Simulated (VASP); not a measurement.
# TiCo (Pm-3m) in VASP: further runs

The runs below take TiCo through single point, with PBEsol.

All numbers are computed with VASP 6.6.1; they aren't measurements. Logs are shortened: lines on timing, memory, paths and dates and some standing lists are left out, and cuts for length are marked.

## Step 1: The cell of the first run

The structure is cubic, space group Pm-3m (No. 221). The conventional cell has a = 2.986 Å, b = 2.986 Å, c = 2.986 Å, α = 90.00°, β = 90.00°, γ = 90.00°. Within 3.4 Å of Co (site symmetry m-3m) lie 8 Ti at 2.59 Å and 6 Co at 2.99 Å. Ti (site symmetry m-3m) has 8 Co at 2.59 Å and 6 Ti at 2.99 Å within 3.4 Å.

## Step 2: Single point, PBEsol

The input, INCAR:

```
PREC = Accurate
ENCUT = 520
EDIFF = 1E-6
ISMEAR = -1
SIGMA = 0.05
LREAL = False
LASPH = True
NELM = 100
ALGO = Fast
ISIF = 2
LWAVE = False
LCHARG = False
GGA = PS
NBANDS = 18
```

The input, KPOINTS:

```
Automatic mesh
0
Gamma
  9 9 9
```

The input, POSCAR:

```
TiCo
1.0
    2.9861109900      0.0000000000      0.0000000000
    0.0000000000      2.9861109900      0.0000000000
    0.0000000000      0.0000000000      2.9861109900
Co Ti
1 1
Direct
    0.5000000000      0.5000000000      0.5000000000
    0.0000000000      0.0000000000      0.0000000000
```

Potentials or basis: VASP PAW PBE potentials, release 64 (Co, Ti_sv).

On the command line:

```
cat potpaw_PBE.64/Co/POTCAR potpaw_PBE.64/Ti_sv/POTCAR > POTCAR
mpirun -np 1 vasp_std > vasp.out
```

OUTCAR:

```text
PREC = Accurate
   ENCUT = 520
   EDIFF = 1E-6
   ISMEAR = -1
   LREAL = False
   LASPH = True
   NELM = 100
   ISIF = 2
   GGA = PS

 ion  position               nearest neighbor table
   1  0.500  0.500  0.500-   2 2.59   2 2.59   2 2.59   2 2.59   2 2.59   2 2.59   2 2.59   2 2.59

   2  0.000  0.000  0.000-   1 2.59   1 2.59   1 2.59   1 2.59   1 2.59   1 2.59   1 2.59   1 2.59

  LATTYP: Found a simple cubic cell.
 ALAT       =     2.9861109900

  Lattice vectors:

 A1 = (   2.9861109900,   0.0000000000,   0.0000000000)
 A2 = (   0.0000000000,   2.9861109900,   0.0000000000)
 A3 = (   0.0000000000,   0.0000000000,   2.9861109900)

Analysis of symmetry for initial positions (statically):
=====================================================================
 Subroutine PRICEL returns:
 Original cell was already a primitive cell.

 Routine SETGRP: Setting up the symmetry group for a
 simple cubic supercell.

 Subroutine GETGRP returns: Found 48 space group operations
 (whereof 48 operations were pure point group operations)
 out of a pool of 48 trial point group operations.

The static configuration has the point symmetry O_h .

Analysis of symmetry for dynamics (positions and initial velocities):
=====================================================================
 Subroutine PRICEL returns:
 Original cell was already a primitive cell.

 Routine SETGRP: Setting up the symmetry group for a
 simple cubic supercell.

 Subroutine GETGRP returns: Found 48 space group operations
 (whereof 48 operations were pure point group operations)
 out of a pool of 48 trial point group operations.

The dynamic configuration has the point symmetry O_h .

 Subroutine INISYM returns: Found 48 space group operations
 (whereof 48 operations are pure point group operations),
 and found     1 'primitive' translations

----------------------------------------------------------------------------------------

                                     Primitive cell

  volume of cell :      26.6267

  direct lattice vectors                    reciprocal lattice vectors
     2.986110990  0.000000000  0.000000000     0.334883735  0.000000000  0.000000000
     0.000000000  2.986110990  0.000000000     0.000000000  0.334883735  0.000000000
     0.000000000  0.000000000  2.986110990     0.000000000  0.000000000  0.334883735

  length of vectors
     2.986110990  2.986110990  2.986110990     0.334883735  0.334883735  0.334883735

  position of ions in fractional coordinates (direct lattice)
     0.500000000  0.500000000  0.500000000
     0.000000000  0.000000000  0.000000000

  ion indices of the primitive-cell ions
   primitive index   ion index
                 1           1
                 2           2

----------------------------------------------------------------------------------------

 KPOINTS: Automatic mesh

Automatic generation of k-mesh.
 Grid dimensions read from file:
 generate k-points for:    9    9    9

 Generating k-lattice:

  Cartesian coordinates                     Fractional coordinates (reciprocal lattice)
     0.037209304  0.000000000  0.000000000     0.111111111  0.000000000  0.000000000
     0.000000000  0.037209304  0.000000000     0.000000000  0.111111111  0.000000000
     0.000000000  0.000000000  0.037209304     0.000000000  0.000000000  0.111111111

  Length of vectors
     0.037209304  0.037209304  0.037209304

  Shift w.r.t. Gamma in fractional coordinates (k-lattice)
     0.000000000  0.000000000  0.000000000

 Subroutine IBZKPT returns following result:
 ===========================================

 Found     35 irreducible k-points:

 Following reciprocal coordinates:
            Coordinates               Weight
  0.000000  0.000000  0.000000      1.000000
  0.111111  0.000000  0.000000      6.000000
  0.222222  0.000000  0.000000      6.000000
  0.333333  0.000000  0.000000      6.000000
  0.444444  0.000000  0.000000      6.000000
  0.111111  0.111111  0.000000     12.000000
[... 16 lines left out ...]
  0.333333  0.333333  0.111111     24.000000
  0.444444  0.333333  0.111111     48.000000
 [... further k-points ...]
   k-points           NKPTS =     35   k-points in BZ     NKDIM =     35   number of bands    NBANDS=     18
   number of dos      NEDOS =    301   number of ions     NIONS =      2
   total plane-waves  NPLWV =  13824
   dimension x,y,z NGX =    24 NGY =   24 NGZ =   24
   dimension x,y,z NGXF=    48 NGYF=   48 NGZF=   48
   ions per type =               1   1
   NGX,Y,Z   is equivalent  to a cutoff of  13.36, 13.36, 13.36 a.u.
   NGXF,Y,Z  is equivalent  to a cutoff of  26.72, 26.72, 26.72 a.u.
 SYSTEM =  unknown system
   PREC   = accura    normal or accurate (medium, high low for compatibility)
   ISTART =      0    job   : 0-new  1-cont  2-samecut
   ICHARG =      2    charge: 1-file 2-atom 10-const
   ISPIN  =      1    spin polarized calculation?
   LNONCOLLINEAR =      F non collinear calculations
   LSORBIT =      F    spin-orbit coupling
   LASPH  =      T    aspherical Exc in radial PAW
   ENCUT  =  520.0 eV  38.22 Ry    6.18 a.u.   5.55  5.55  5.55*2*pi/ulx,y,z
   NELM   =    100;   NELMIN=  2; NELMDL= -5     # of ELM steps
   EDIFF  = 0.1E-05   stopping-criterion for ELM
   LREAL  =      F    real-space projection
   EDIFFG = 0.1E-04   stopping-criterion for IOM
   NSW    =      0    number of steps for IOM
   IBRION =     -1    ionic relax: 0-MD 1-quasi-New 2-CG
   NFREE  =      0    steps in history (QN), initial steepest desc. (CG)
   ISIF   =      2    stress and relaxation
   ISYM   =      2    0-nonsym 1-usesym 2-fastsym
   POTIM  = 0.5000    time-step for ionic-motion
   TEBEG  =    0.0;   TEEND  =   0.0 temperature during run
   PSTRESS=    0.0 pullay stress
   NELECT =      21.0000    total number of electrons
   NUPDOWN=      -1.0000    fix difference up-down
   EMIN   =  10.00;   EMAX   =-10.00  energy-range for DOS
   EFERMI =   0.00;   METHOD = LEGACY
   ISMEAR =    -1;   SIGMA  =   0.05  broadening in eV -4-tet -1-fermi 0-gaus
   EFERMI_NEDOS =   21; number of points for ismear=-14 and -15
   IALGO  =     68    algorithm
   IMIX   =      4    mixing-type and parameters
     AMIX     =   0.40;   BMIX     =  1.00
     AMIX_MAG =   1.60;   BMIX_MAG =  1.00
  volume/ion in A,a.u.               =      13.31        89.84
  Fermi-wavevector in a.u.,A,eV,Ry     =   1.512546  2.858298 31.127355  2.287796
  Thomas-Fermi vector in A             =   2.622456
   LORBIT       =      0    0 simple, 1 ext, 2 COOP (PROOUT), +10 PAW based schemes
   GGA     = PS    functional components
   LHFCALC =     F    Hartree Fock is set to
   AEXX    =    0.0000 exact exchange contribution
   IVDW    =     0    specifies the selected vdW correction
   LEPSILON=     F    determine dielectric tensor
   LRPA    =     F    only Hartree local field effects (RPA)
 non-spin polarized calculation
 RMM-DIIS sequential band-by-band and
  energy-cutoff  :      520.00
  volume of cell :       26.63
 maximum number of plane-waves:       739
 NGX is ok and might be reduce to    24
   NGX = 11   NGY = 11   NGZ = 11

 number of electron      20.9999983 magnetization

 Free energy of the ion-electron system (eV)
  ---------------------------------------------------
  ext. energy  EPLUGINS =         0.00000000
  ---------------------------------------------------
  free energy    TOTEN  =       -16.85171782 eV

  energy without entropy =      -16.82157109  energy(sigma->0) =      -16.83664446

 E-fermi :   9.7171     XC(G=0): -12.7312

 val. band max:        9.6956980129   @ k =   0.4444   0.3333   0.1111
 cond. band min:       9.7331437594   @ k =   0.4444   0.3333   0.0000
 fundamental gap:      0.0374457465
 Fermi energy:         9.7171040308

 k-point     1 :       0.0000    0.0000    0.0000
  band No.  band energies     occupation
      1     -47.2113      2.00000
      2     -23.4016      2.00000
      3     -23.4016      2.00000
      4     -23.4016      2.00000
      5       2.0746      2.00000
      6       5.9995      2.00000
[... 10 lines left out ...]
     17      18.6889      0.00000
     18      18.6889      0.00000

 k-point     2 :       0.1111    0.0000    0.0000
  band No.  band energies     occupation
      1     -47.2075      2.00000
      2     -23.4378      2.00000
      3     -23.3990      2.00000
      4     -23.3990      2.00000
      5       2.3187      2.00000
      6       6.1078      2.00000
[... 10 lines left out ...]
     17      19.2544      0.00000
     18      19.2544      0.00000

 k-point     3 :       0.2222    0.0000    0.0000
  band No.  band energies     occupation
      1     -47.1979      2.00000
      2     -23.5285      2.00000
      3     -23.3924      2.00000
      4     -23.3924      2.00000
      5       3.0190      2.00000
      6       6.3594      2.00000
[... 10 lines left out ...]
     17      20.6701      0.00000
     18      20.6701      0.00000

 k-point     4 :       0.3333    0.0000    0.0000
  band No.  band energies     occupation
      1     -47.1870      2.00000
      2     -23.6304      2.00000
      3     -23.3848      2.00000
      4     -23.3848      2.00000
      5       4.0751      2.00000
      6       6.5296      2.00000
[... 10 lines left out ...]
     17      22.5490      0.00000
     18      22.5490      0.00000

 k-point     5 :       0.4444    0.0000    0.0000
  band No.  band energies     occupation
      1     -47.1799      2.00000
      2     -23.6962      2.00000
      3     -23.3799      2.00000
      4     -23.3799      2.00000
      5       5.2702      2.00000
      6       6.2552      2.00000
[... 10 lines left out ...]
     17      24.0943      0.00000
     18      24.6634      0.00000

 k-point     6 :       0.1111    0.1111    0.0000
  band No.  band energies     occupation
      1     -47.2038      2.00000
      2     -23.4376      2.00000
      3     -23.4320      2.00000
      4     -23.3963      2.00000
      5       2.5562      2.00000
      6       6.2030      2.00000
[... 10 lines left out ...]
     17      18.4081      0.00000
     18      19.7448      0.00000

 k-point     7 :       0.2222    0.1111    0.0000
  band No.  band energies     occupation
      1     -47.1943      2.00000
      2     -23.5248      2.00000
      3     -23.4271      2.00000
      4     -23.3895      2.00000
      5       3.2351      2.00000
      6       6.4403      2.00000
[... 10 lines left out ...]
     17      19.4267      0.00000
     18      21.0267      0.00000

 k-point     8 :       0.3333    0.1111    0.0000
  band No.  band energies     occupation
      1     -47.1835      2.00000
      2     -23.6256      2.00000
      3     -23.4186      2.00000
      4     -23.3817      2.00000
      5       4.2485      2.00000
      6       6.5997      2.00000
[... 10 lines left out ...]
     17      20.9089      0.00000
     18      22.7918      0.00000
[... 229 lines left out ...]
     17      22.1515      0.00000
     18      22.6602      0.00000

 k-point    20 :       0.2222    0.2222    0.1111
  band No.  band energies     occupation
      1     -47.1816      2.00000
      2     -23.5171      2.00000
      3     -23.5055      2.00000
      4     -23.4161      2.00000
      5       4.0483      2.00000
      6       6.6907      2.00000
[... 10 lines left out ...]
     17      18.2444      0.00000
     18      20.4932      0.00000

 k-point    21 :       0.3333    0.2222    0.1111
  band No.  band energies     occupation
      1     -47.1711      2.00000
      2     -23.6093      2.00000
      3     -23.5000      2.00000
      4     -23.4072      2.00000
      5       4.8868      2.00000
      6       6.7202      2.00000
[... 10 lines left out ...]
     17      19.0249      0.00000
     18      21.5655      0.00000

 k-point    22 :       0.4444    0.2222    0.1111
  band No.  band energies     occupation
      1     -47.1643      2.00000
      2     -23.6722      2.00000
      3     -23.4930      2.00000
      4     -23.4014      2.00000
      5       5.6902      2.00000
      6       6.4704      2.00000
[... 10 lines left out ...]
     17      20.2235      0.00000
     18      22.3520      0.00000

 k-point    23 :       0.3333    0.3333    0.1111
  band No.  band energies     occupation
      1     -47.1610      2.00000
      2     -23.5999      2.00000
      3     -23.5911      2.00000
      4     -23.3980      2.00000
      5       5.3974      2.00000
      6       6.5185      2.00000
[... 10 lines left out ...]
     17      18.1650      0.00000
     18      22.0236      0.00000

 k-point    24 :       0.4444    0.3333    0.1111
  band No.  band energies     occupation
      1     -47.1544      2.00000
      2     -23.6570      2.00000
      3     -23.5866      2.00000
      4     -23.3919      2.00000
      5       5.7085      2.00000
      6       6.3208      2.00000
[... 10 lines left out ...]
     17      18.6832      0.00000
     18      20.2711      0.00000

 [... further k-points ...]

------------------------ aborting loop because EDIFF is reached ----------------------------------------

  FORCE on cell =-STRESS in cart. coord.  units (eV):
  Direction    XX          YY          ZZ          XY          YZ          ZX
  --------------------------------------------------------------------------------------
  -------------------------------------------------------------------------------------
  Total       -1.6077595     -1.6077595     -1.6077595      0.0000000     -0.0000000      0.0000000
  in kB      -96.7417268    -96.7417268    -96.7417268      0.0000000     -0.0000000      0.0000000
  external PRESSURE =     -96.7417268 kB  Pullay stress =       0.0000000 kB

 VOLUME and BASIS-vectors are now :
 -----------------------------------------------------------------------------
  energy-cutoff  :      520.00
  volume of cell :       26.63
      direct lattice vectors                 reciprocal lattice vectors
     2.986110990  0.000000000  0.000000000     0.334883735  0.000000000  0.000000000
     0.000000000  2.986110990  0.000000000     0.000000000  0.334883735  0.000000000
     0.000000000  0.000000000  2.986110990     0.000000000  0.000000000  0.334883735

 POSITION                                       TOTAL-FORCE (eV/Angst)
 -----------------------------------------------------------------------------------
      1.49306      1.49306      1.49306         0.000000      0.000000      0.000000
      0.00000      0.00000      0.00000         0.000000      0.000000      0.000000
 -----------------------------------------------------------------------------------
    total drift:                                0.000000      0.000000     -0.000000

  FREE ENERGIE OF THE ION-ELECTRON SYSTEM (eV)
  ---------------------------------------------------
  free  energy   TOTEN  =       -16.8517178246 eV

  energy  without entropy=      -16.8215710875  energy(sigma->0) =      -16.83664446
```

Run time: 9.8 s. Hardware: 1 thread of Intel Xeon 6975P-C (Granite Rapids), shared host; peak memory 0.14 GiB.

What came out:

```
Free energy : -16.8517 eV
Pressure    : -9.7 GPa
```

Caveat: the PAW data sets were made with another functional, which shifts forces and pressure a little. Spin polarisation is off, so any magnetic state and its effect on volume and gap are missing.

## Step 3: Single point, PBEsol, collinear spin, zero start

The input, INCAR:

```
ALGO = Normal
EDIFF = 1E-6
ENCUT = 520
GGA = PS
ISIF = 2
ISMEAR = -1
ISPIN = 2
LASPH = T
LCHARG = F
LMAXMIX = 4
LORBIT = 11
LREAL = F
LWAVE = F
MAGMOM = 0 0
NBANDS = 22
NELM = 150
NUPDOWN = 0.0
PREC = Accurate
SIGMA = 0.05
```

The input, KPOINTS:

```
k-points
0
Gamma
  8 8 8
```

POSCAR is that of step 2.

Potentials or basis: VASP PAW PBE potentials, release 64 (Co, Ti_sv).

On the command line:

```
cat potpaw_PBE.64/Co/POTCAR potpaw_PBE.64/Ti_sv/POTCAR > POTCAR
mpirun -np 1 vasp_std > vasp.out
```

Run time: 15 s. Hardware: 1 thread of Intel Xeon 6975P-C (Granite Rapids), shared host; peak memory 0.16 GiB.

It converged, with:

```
Free energy                                           : -16.8646 eV
Pressure                                              : -9.8 GPa
Net moment                                            : 0.00 μB per cell
Valence electrons inside the program's atomic spheres : Co 8.31; Ti 10.28
```

Caveat: the PAW data sets were made with another functional, which shifts forces and pressure a little; the total moment is fixed, so each spin has its own Fermi level.

## Step 4: Single point, PBEsol, collinear spin, ferrimagnetic start

The input, INCAR:

```
  PREC = Accurate
  ENCUT = 520
  EDIFF = 1E-7
  ISMEAR = -1
  SIGMA = 0.05
  LREAL = False
  LASPH = True
  NELM = 150
  ALGO = Fast
  ISIF = 2
  LWAVE = False
  LCHARG = False
  ISPIN = 2
  MAGMOM = 2 -1
  LORBIT = 11
  LMAXMIX = 4
  GGA = PS
  NBANDS = 22
```

The input, KPOINTS:

```
Automatic mesh
0
Gamma
  9 9 9
```

POSCAR is that of step 3.

On the command line:

```
cat potpaw_PBE.64/Co/POTCAR potpaw_PBE.64/Ti_sv/POTCAR > POTCAR
mpirun -np 1 vasp_std > vasp.out
```

Wall time 28 s (1 thread of Intel Xeon 6975P-C (Granite Rapids), shared host); peak memory 0.16 GiB.

It converged, with:

```yaml
Free_energy: -16.8791 eV
Pressure: -8.6 GPa
Net_moment: 0.67 μB per cell
Site_moments: Co +0.74; Ti -0.03 μB
Valence_electrons_inside_the_program's_atomic_spheres: Co 8.29; Ti 10.29
```

Levels at points of the mesh, in eV from the Fermi level:
Spin up:
```csv
k point,band 7,band 8,band 9,band 10,band 11,band 12,band 13,band 14
"(0.00, 0.00, 0.00)",-4.09,-1.79,-1.79,-1.79,0.52,0.52,2.67,2.67
```
Spin down:
```csv
k point,band 8,band 9,band 10,band 11,band 12,band 13
"(0.00, 0.00, 0.00)",-1.32,-1.32,-1.32,0.93,0.93,2.75
```

Caveat: the PAW data sets were made with another functional, which shifts forces and pressure a little.

## Step 5: Single point, PBEsol, collinear spin, ferrimagnetic start

The input, INCAR:

```
SYSTEM = TiCo
  ALGO = Normal
  EDIFF = 1E-7
  ENCUT = 520
  GGA = PS
  ISIF = 2
  ISMEAR = -1
  ISPIN = 2
  LASPH = .TRUE.
  LCHARG = .FALSE.
  LMAXMIX = 4
  LORBIT = 11
  LREAL = .FALSE.
  LWAVE = .FALSE.
  MAGMOM = 2 -0.5
  NBANDS = 22
  NELM = 150
  PREC = Accurate
  SIGMA = 0.05
```

The input, KPOINTS:

```
k-points
0
G
  9 9 9
  0 0 0
```

POSCAR is that of step 4.

On the command line:

```
cat potpaw_PBE.64/Co/POTCAR potpaw_PBE.64/Ti_sv/POTCAR > POTCAR
mpirun -np 1 vasp_std > vasp.out
```

It took 18 s on 1 thread of Intel Xeon 6975P-C (Granite Rapids), shared host; peak memory 0.17 GiB.

It converged, with:

```yaml
Free_energy: -16.8791 eV
Pressure: -8.6 GPa
Net_moment: 0.67 μB per cell
Site_moments: Co +0.74; Ti -0.03 μB
Valence_electrons_inside_the_program's_atomic_spheres: Co 8.29; Ti 10.29
```

Levels at points of the mesh, in eV from the Fermi level:
Spin up:
```
           k point  band 7  band 8  band 9  band 10  band 11  band 12  band 13  band 14
(0.00, 0.00, 0.00)   -4.09   -1.79   -1.79    -1.79     0.52     0.52     2.67     2.67
```
Spin down:
```tsv
k point	band 8	band 9	band 10	band 11	band 12	band 13
(0.00, 0.00, 0.00)	-1.32	-1.32	-1.32	0.93	0.93	2.75
```

Caveat: the PAW data sets were made with another functional, which shifts forces and pressure a little.

(Part 1 of 2 ends here.)
